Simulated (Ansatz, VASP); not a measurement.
**One calculation of CaS, two programs**

POSCAR

```
CaS
1.0
    0.0000000000      2.8664969333      2.8664969333
    2.8664969333      0.0000000000      2.8664969333
    2.8664969333      2.8664969333      0.0000000000
Ca S
1 1
Direct
    0.0000000000      0.0000000000      0.0000000000
    0.5000000000      0.5000000000      0.5000000000
```

File INCAR.step1:

```
PREC = Accurate
ENCUT = 550
ISMEAR = 0
SIGMA = 0.01
LREAL = False
LASPH = True
NELM = 120
NBANDS = 15
GGA = PE
ALGO = Normal
EDIFF = 1E-5
LWAVE = True
LCHARG = False
GGA_COMPAT = False
```

The input INCAR.step2:

```
PREC = Accurate
ENCUT = 550
EDIFF = 1E-6
ISMEAR = 0
SIGMA = 0.01
LREAL = False
LASPH = True
NELM = 120
ALGO = Normal
ISIF = 2
LWAVE = False
LCHARG = False
METAGGA = R2SCAN
LMIXTAU = True
NBANDS = 15
ISTART = 1
GGA_COMPAT = False
```

The input KPOINTS:

```
regular mesh
0
Gamma
  5 5 5
```

Input for Ansatz:

```yaml
crystal:
  lattice:
    - [0.0, 2.8664969333225354, 2.8664969333225354]
    - [2.8664969333225354, 0.0, 2.8664969333225354]
    - [2.8664969333225354, 2.8664969333225354, 0.0]
  atoms:
    - { symbol: Ca, position: [0.0, 0.0, 0.0] }
    - { symbol: S, position: [0.5, 0.5, 0.5] }
basis:
  ecutwfc: 600.0
kpoints:
  mp_grid:
    grid: [5, 5, 5]
hamiltonian:
  xc: r2scan
scf:
  occupations:
    method: fixed
output:
  stress: true
```

Alike in both runs: task single point; functional r2SCAN; k mesh 5 × 5 × 5; no spin polarisation.

```csv
,VASP,Ansatz
version,VASP 6.6.1,Ansatz 0.2.0
potentials or method,"VASP PAW PBE potentials, release 64 (Ca_sv, S), cutoff 550 eV","plane waves, PAW"
occupations,"gaussian, width 0.01 eV",fixed
valence electrons in the cell,16,16
```

|  | VASP | Ansatz | Ansatz less VASP |
| --- | --- | --- | --- |
| pressure (GPa) | -0.9 | -1.1 | -0.28 |

VASP's potentials were made for PBE, not for r2SCAN.
